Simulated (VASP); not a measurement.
Here is a VASP 6.6.1 calculation.

The input POSCAR:

```
LiH
1.0
    3.0946661806      0.0000000000      0.0000000000
   -1.5473330903      2.6800595286      0.0000000000
    0.0000000000      0.0000000000      4.1440566415
Li H
2 2
Direct
    0.3333333333      0.6666666667     -0.0625000000
    0.6666666667      0.3333333333      0.4375000000
    0.3333333333      0.6666666667      0.4375000000
    0.6666666667      0.3333333333      0.9375000000
```

The input INCAR.step1:

```
SYSTEM = LiH
ALGO = Normal ; EDIFF = 1E-5
ENCUT = 520 ; GGA = PE
ISIF = 2 ; ISMEAR = 0
LASPH = .TRUE. ; LCHARG = .FALSE.
LREAL = .FALSE. ; LWAVE = .TRUE.
NBANDS = 12 ; NELM = 60
PREC = Accurate ; SIGMA = 0.01
```

The input INCAR.step2:

```
SYSTEM = LiH
ALGO = Normal ; EDIFF = 1E-6
ENCUT = 520 ; GGA = PE
HFSCREEN = 0.2079 ; ISIF = 2
ISMEAR = 0 ; ISTART = 1
LASPH = .TRUE. ; LCHARG = .FALSE.
LHFCALC = .TRUE. ; LREAL = .FALSE.
LWAVE = .FALSE. ; NBANDS = 12
NELM = 60 ; PREC = Accurate
PRECFOCK = Normal ; SIGMA = 0.01
```

Contents of KPOINTS:

```
k-points
0
G
  6 6 4
  0 0 0
```

Potentials or basis: VASP PAW PBE potentials, release 64 (Li_sv, H).

Run with:

```console
$ cat potpaw_PBE.64/Li_sv/POTCAR potpaw_PBE.64/H/POTCAR > POTCAR
$ cp INCAR.step1 INCAR
$ mpirun -np 1 vasp_std > vasp.out
$ cp INCAR.step2 INCAR
$ mpirun -np 1 vasp_std > vasp.out
```

Problem. What does it give for the band gap on the k mesh?

Solution. 3.16 eV (least direct gap 3.76 eV).

Caveat: the cell differs from its parent crystal (epitaxial xy strain -5.0%). A k mesh can miss the band edges.
